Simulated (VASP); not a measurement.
# Ti16H (a cell with a defect) in VASP: single point with PBE

Aim: the single point of Ti16H (a cell with a defect) with PBE.

All numbers are computed with VASP 6.6.1; they aren't measurements. Logs are shortened: lines on timing, memory, paths and dates and some standing lists are left out, and cuts for length are marked.

### Step 1. The cell of the first run

The cell holds a defect, 17 atoms: a = 5.879 Å, b = 5.879 Å, c = 9.297 Å, α = 90.00°, β = 90.00°, γ = 120.00°.

### Step 2. Single point, PBE

File INCAR:

```
SYSTEM = Ti16H
PREC = Accurate
ENCUT = 520
EDIFF = 1E-6
ISMEAR = 1
SIGMA = 0.1
LREAL = Auto
LASPH = .TRUE.
NELM = 100
ALGO = Normal
ISIF = 2
LWAVE = .FALSE.
LCHARG = .FALSE.
GGA = PE
NBANDS = 110
```

File KPOINTS:

```
Automatic mesh
0
G
  4 4 2
  0 0 0
```

File POSCAR:

```
Ti16H
1.0
    5.8787149800      0.0000000600      0.0000000000
   -2.9393575400      5.0911164800      0.0000000000
    0.0000000000      0.0000000000      9.2970418600
Ti H
16 1
Direct
    0.1608741912      0.3288414235      0.1211794049
    0.3300702815      0.1562562914      0.3747441447
    0.1608873987      0.3288011573      0.6282794127
    0.3347356139      0.1669753547      0.8747363003
    0.1675496680      0.8320501027      0.1215258592
    0.3305806656      0.6687772699      0.3747266122
    0.1675586017      0.8320057116      0.6279606017
    0.3350019192      0.6646312244      0.8747262971
    0.6703020324      0.3292758998      0.1212753494
    0.8344210987      0.1648995762      0.3747247837
    0.6703050458      0.3292332765      0.6281953000
    0.8336952241      0.1658640012      0.8747199510
    0.6707899393      0.8387454847      0.1211498256
    0.8431128328      0.6692408164      0.3747382288
    0.6707901483      0.8386914691      0.6283006023
    0.8326210879      0.6648299962      0.8747325356
    0.5012507411      0.4982011274      0.3747327432
```

Potentials or basis: VASP PAW PBE potentials, release 64 (Ti_sv, H).

Run with:

```sh
> cat potpaw_PBE.64/Ti_sv/POTCAR potpaw_PBE.64/H/POTCAR > POTCAR
> mpirun -np 1 vasp_std > vasp.out
```

OUTCAR:

```text
SYSTEM = Ti16H
   PREC = Accurate
   ENCUT = 520
   EDIFF = 1E-6
   ISMEAR = 1
   LREAL = Auto
   LASPH = .TRUE.
   NELM = 100
   ISIF = 2
   GGA = PE

 ion  position               nearest neighbor table
   1  0.161  0.329  0.121-  12 2.83   4 2.86   8 2.86  13 2.88  10 2.88   9 2.89
   2  0.330  0.156  0.375-  17 1.74  14 2.86   6 2.87   5 2.88   7 2.88
   3  0.161  0.329  0.628-  12 2.83   4 2.86   8 2.86  15 2.88  10 2.88  11 2.89
   4  0.335  0.167  0.875-   5 2.86   3 2.86   7 2.86   1 2.86   9 2.86  11 2.86
   5  0.168  0.832  0.122-   8 2.86   4 2.86  16 2.86   2 2.88  14 2.88   6 2.88
   6  0.331  0.669  0.375-  17 1.74  14 2.87   2 2.87   5 2.88   7 2.88
   7  0.168  0.832  0.628-   8 2.86  16 2.86   4 2.86   2 2.88  14 2.88   6 2.88
   8  0.335  0.665  0.875-   7 2.86   5 2.86  13 2.86  15 2.86   1 2.86   3 2.86
   9  0.670  0.329  0.121-  12 2.83  16 2.86   4 2.86  13 2.89   1 2.89  10 2.89
  10  0.834  0.165  0.375-  13 2.88  15 2.88   1 2.88   3 2.88   9 2.89  11 2.89
  11  0.670  0.329  0.628-  12 2.83   4 2.86  16 2.86  15 2.89   3 2.89  10 2.89
  12  0.834  0.166  0.875-  11 2.83  13 2.83   9 2.83  15 2.83   3 2.83   1 2.83
  13  0.671  0.839  0.121-  12 2.83  16 2.86   8 2.86   1 2.88  10 2.88   9 2.89
  14  0.843  0.669  0.375-  17 1.74   2 2.86   6 2.87   5 2.88   7 2.88
  15  0.671  0.839  0.628-  12 2.83  16 2.86   8 2.86   3 2.88  10 2.88  11 2.89
  16  0.833  0.665  0.875-  15 2.86   7 2.86  13 2.86   5 2.86   9 2.86  11 2.86
  17  0.501  0.498  0.375-   6 1.74  14 1.74   2 1.74

  LATTYP: Found a hexagonal cell.
 ALAT       =     5.8787149800
 C/A-ratio  =     1.5814751849

  Lattice vectors:

 A1 = (   5.8787149800,   0.0000000600,   0.0000000000)
 A2 = (  -2.9393575400,   5.0911164800,   0.0000000000)
 A3 = (   0.0000000000,   0.0000000000,   9.2970418600)

Analysis of symmetry for initial positions (statically):
=====================================================================
 Subroutine PRICEL returns:
 Original cell was already a primitive cell.

 Routine SETGRP: Setting up the symmetry group for a
 hexagonal supercell.

 Subroutine GETGRP returns: Found  1 space group operations
 (whereof  1 operations were pure point group operations)
 out of a pool of 24 trial point group operations.

The static configuration has the point symmetry C_1 .

Analysis of symmetry for dynamics (positions and initial velocities):
=====================================================================
 Subroutine PRICEL returns:
 Original cell was already a primitive cell.

 Routine SETGRP: Setting up the symmetry group for a
 hexagonal supercell.

 Subroutine GETGRP returns: Found  1 space group operations
 (whereof  1 operations were pure point group operations)
 out of a pool of 24 trial point group operations.

The dynamic configuration has the point symmetry C_1 .

 Subroutine INISYM returns: Found  1 space group operations
 (whereof  1 operations are pure point group operations),
 and found     1 'primitive' translations

----------------------------------------------------------------------------------------

                                     Primitive cell

  volume of cell :     278.2532

  direct lattice vectors                    reciprocal lattice vectors
     5.878714980  0.000000060  0.000000000     0.170105201  0.098210286  0.000000000
    -2.939357540  5.091116480  0.000000000    -0.000000002  0.196420569  0.000000000
     0.000000000  0.000000000  9.297041860     0.000000000  0.000000000  0.107561095

  length of vectors
     5.878714980  5.878714975  9.297041860     0.196420569  0.196420569  0.107561095

  position of ions in fractional coordinates (direct lattice)
     0.160874191  0.328841424  0.121179405
     0.330070281  0.156256291  0.374744145
     0.160887399  0.328801157  0.628279413
     0.334735614  0.166975355  0.874736300
     0.167549668  0.832050103  0.121525859
     0.330580666  0.668777270  0.374726612
[... 9 lines left out ...]
     0.832621088  0.664829996  0.874732536
     0.501250741  0.498201127  0.374732743

  ion indices of the primitive-cell ions
   primitive index   ion index
                 1           1
                 2           2
                 3           3
                 4           4
                 5           5
                 6           6
[... 9 lines left out ...]
                16          16
                17          17

----------------------------------------------------------------------------------------

 KPOINTS: Automatic mesh

Automatic generation of k-mesh.
 Grid dimensions read from file:
 generate k-points for:    4    4    2

 Generating k-lattice:

  Cartesian coordinates                     Fractional coordinates (reciprocal lattice)
     0.042526300  0.024552571  0.000000000     0.250000000  0.000000000  0.000000000
    -0.000000001  0.049105142  0.000000000     0.000000000  0.250000000  0.000000000
     0.000000000  0.000000000  0.053780547     0.000000000  0.000000000  0.500000000

  Length of vectors
     0.049105142  0.049105142  0.053780547

  Shift w.r.t. Gamma in fractional coordinates (k-lattice)
     0.000000000  0.000000000  0.000000000

 Subroutine IBZKPT returns following result:
 ===========================================

 Found     20 irreducible k-points:

 Following reciprocal coordinates:
            Coordinates               Weight
  0.000000  0.000000  0.000000      1.000000
  0.250000  0.000000  0.000000      2.000000
 -0.000000  0.250000  0.000000      2.000000
 -0.250000  0.250000  0.000000      2.000000
  0.500000  0.000000  0.000000      1.000000
 -0.000000  0.500000  0.000000      1.000000
[... 12 lines left out ...]
 -0.250000  0.500000  0.500000      2.000000
  0.500000  0.250000  0.500000      2.000000
   k-points           NKPTS =     20   k-points in BZ     NKDIM =     20   number of bands    NBANDS=    110
   number of dos      NEDOS =    301   number of ions     NIONS =     17
   total plane-waves  NPLWV = 161280
   dimension x,y,z NGX =    48 NGY =   48 NGZ =   70
   dimension x,y,z NGXF=    96 NGYF=   96 NGZF=  140
   ions per type =              16   1
   NGX,Y,Z   is equivalent  to a cutoff of  13.57, 13.57, 12.52 a.u.
   NGXF,Y,Z  is equivalent  to a cutoff of  27.15, 27.15, 25.03 a.u.
 SYSTEM =  Ti16H
   PREC   = accura    normal or accurate (medium, high low for compatibility)
   ISTART =      0    job   : 0-new  1-cont  2-samecut
   ICHARG =      2    charge: 1-file 2-atom 10-const
   ISPIN  =      1    spin polarized calculation?
   LNONCOLLINEAR =      F non collinear calculations
   LSORBIT =      F    spin-orbit coupling
   LASPH  =      T    aspherical Exc in radial PAW
   ENCUT  =  520.0 eV  38.22 Ry    6.18 a.u.  10.93 10.93 17.29*2*pi/ulx,y,z
   NELM   =    100;   NELMIN=  2; NELMDL= -5     # of ELM steps
   EDIFF  = 0.1E-05   stopping-criterion for ELM
   LREAL  =      T    real-space projection
   EDIFFG = 0.1E-04   stopping-criterion for IOM
   NSW    =      0    number of steps for IOM
   IBRION =     -1    ionic relax: 0-MD 1-quasi-New 2-CG
   NFREE  =      0    steps in history (QN), initial steepest desc. (CG)
   ISIF   =      2    stress and relaxation
   ISYM   =      2    0-nonsym 1-usesym 2-fastsym
   POTIM  = 0.5000    time-step for ionic-motion
   TEBEG  =    0.0;   TEEND  =   0.0 temperature during run
   PSTRESS=    0.0 pullay stress
   NELECT =     193.0000    total number of electrons
   NUPDOWN=      -1.0000    fix difference up-down
   EMIN   =  10.00;   EMAX   =-10.00  energy-range for DOS
   EFERMI =   0.00;   METHOD = LEGACY
   ISMEAR =     1;   SIGMA  =   0.10  broadening in eV -4-tet -1-fermi 0-gaus
   EFERMI_NEDOS =   21; number of points for ismear=-14 and -15
   IALGO  =     38    algorithm
   IMIX   =      4    mixing-type and parameters
     AMIX     =   0.40;   BMIX     =  1.00
     AMIX_MAG =   1.60;   BMIX_MAG =  1.00
  volume/ion in A,a.u.               =      16.37       110.46
  Fermi-wavevector in a.u.,A,eV,Ry     =   1.449152  2.738500 28.572789  2.100041
  Thomas-Fermi vector in A             =   2.566911
   LORBIT       =      0    0 simple, 1 ext, 2 COOP (PROOUT), +10 PAW based schemes
   GGA     = PE    functional components
   LHFCALC =     F    Hartree Fock is set to
   AEXX    =    0.0000 exact exchange contribution
   IVDW    =     0    specifies the selected vdW correction
   LEPSILON=     F    determine dielectric tensor
   LRPA    =     F    only Hartree local field effects (RPA)
 non-spin polarized calculation
 Methfessel and Paxton  Order N= 1 SIGMA  =   0.10
  energy-cutoff  :      520.00
  volume of cell :      278.25
 maximum number of plane-waves:      7520
 NGX is ok and might be reduce to    48
   NGX = 21   NGY = 21   NGZ = 35

 number of electron     192.9999999 magnetization

 Free energy of the ion-electron system (eV)
  ---------------------------------------------------
  ext. energy  EPLUGINS =         0.00000000
  ---------------------------------------------------
  free energy    TOTEN  =      -128.62170285 eV

  energy without entropy =     -128.62478345  energy(sigma->0) =     -128.62272972

 E-fermi :   8.3493     XC(G=0): -11.5256

 val. band max:        8.3277316904   @ k =   0.5000   0.2500   0.5000
 cond. band min:       8.3639979751   @ k =   0.5000   0.5000   0.5000
 fundamental gap:      0.0362662847
 Fermi energy:         8.3492897186

 k-point     1 :       0.0000    0.0000    0.0000
  band No.  band energies     occupation
      1     -48.4872      2.00000
      2     -48.4334      2.00000
      3     -48.3934      2.00000
      4     -48.3802      2.00000
      5     -48.3790      2.00000
      6     -48.3696      2.00000
[... 100 lines left out ...]
    107       9.1114     -0.00000
    108       9.1351     -0.00000

 k-point     2 :       0.2500    0.0000    0.0000
  band No.  band energies     occupation
      1     -48.4729      2.00000
      2     -48.4239      2.00000
      3     -48.3972      2.00000
      4     -48.3827      2.00000
      5     -48.3800      2.00000
      6     -48.3761      2.00000
[... 1990 lines left out ...]
 k-point    20 :       0.5000    0.2500    0.5000
  band No.  band energies     occupation
      1     -48.4412      2.00000
      2     -48.4238      2.00000
      3     -48.4088      2.00000
      4     -48.3961      2.00000
      5     -48.3929      2.00000
      6     -48.3779      2.00000
[... 100 lines left out ...]
    107       9.0112     -0.00000
    108       9.0866     -0.00000
 [bands above 108 left out]

------------------------ aborting loop because EDIFF is reached ----------------------------------------

  FORCE on cell =-STRESS in cart. coord.  units (eV):
  Direction    XX          YY          ZZ          XY          YZ          ZX
  --------------------------------------------------------------------------------------
  -------------------------------------------------------------------------------------
  Total        2.7904534      2.8458583      1.6145032      0.0419551     -0.0080274      0.0018740
  in kB       16.0673825     16.3864029      9.2962813      0.2415765     -0.0462218      0.0107902
  external PRESSURE =      13.9166889 kB  Pullay stress =       0.0000000 kB

 VOLUME and BASIS-vectors are now :
 -----------------------------------------------------------------------------
  energy-cutoff  :      520.00
  volume of cell :      278.25
      direct lattice vectors                 reciprocal lattice vectors
     5.878714980  0.000000060  0.000000000     0.170105201  0.098210286  0.000000000
    -2.939357540  5.091116480  0.000000000    -0.000000002  0.196420569  0.000000000
     0.000000000  0.000000000  9.297041860     0.000000000  0.000000000  0.107561095

 POSITION                                       TOTAL-FORCE (eV/Angst)
 -----------------------------------------------------------------------------------
     -0.02085      1.67417      1.12661        -0.000452      0.002358     -0.000155
      1.48110      0.79552      3.48401        -0.001189     -0.024382     -0.001389
     -0.02065      1.67397      5.84114         0.002178     -0.004674     -0.000305
      1.47701      0.85009      8.13246        -0.005645     -0.002578      0.000721
     -1.46072      4.23606      1.12983        -0.004572      0.006974     -0.002711
     -0.02239      3.40482      3.48385        -0.047533      0.027975      0.007308
[... 9 lines left out ...]
      2.94057      3.38473      8.13242         0.001329      0.001968      0.001471
      1.48232      2.53640      3.48391         0.023643     -0.016899      0.000771
 -----------------------------------------------------------------------------------
    total drift:                               -0.042898      0.024959     -0.014642

  FREE ENERGIE OF THE ION-ELECTRON SYSTEM (eV)
  ---------------------------------------------------
  free  energy   TOTEN  =      -128.6217028542 eV

  energy  without entropy=     -128.6247834538  energy(sigma->0) =     -128.62272972
```

Wall time 22 min (1 thread of Intel Xeon 6975P-C (Granite Rapids), shared host); peak memory 0.63 GiB.

Results:

```
Free energy            : -128.6217 eV
Pressure               : 1.4 GPa
Largest force          : 0.056 eV/Å
Band gap on the k mesh : zero (an odd number of electrons rules out a gap without spin polarisation)
```

Forces in eV/Å, atoms in the order of the input:
```
Ti   0.000  0.002  0.000
Ti  -0.001 -0.024 -0.001
Ti   0.002 -0.005  0.000
Ti  -0.006 -0.003  0.001
Ti  -0.005  0.007 -0.003
Ti  -0.048  0.028  0.007
Ti  -0.002  0.000 -0.009
Ti  -0.009  0.003 -0.003
Ti   0.003 -0.004  0.000
Ti  -0.008  0.007  0.001
Ti   0.022 -0.010  0.005
Ti   0.006 -0.002  0.003
Ti  -0.004 -0.005  0.000
Ti   0.022  0.021  0.002
Ti   0.003 -0.001 -0.004
Ti   0.001  0.002  0.001
H    0.024 -0.017  0.001
```

The gap in the log of VASP goes by the Fermi energy; the results here count the filled bands.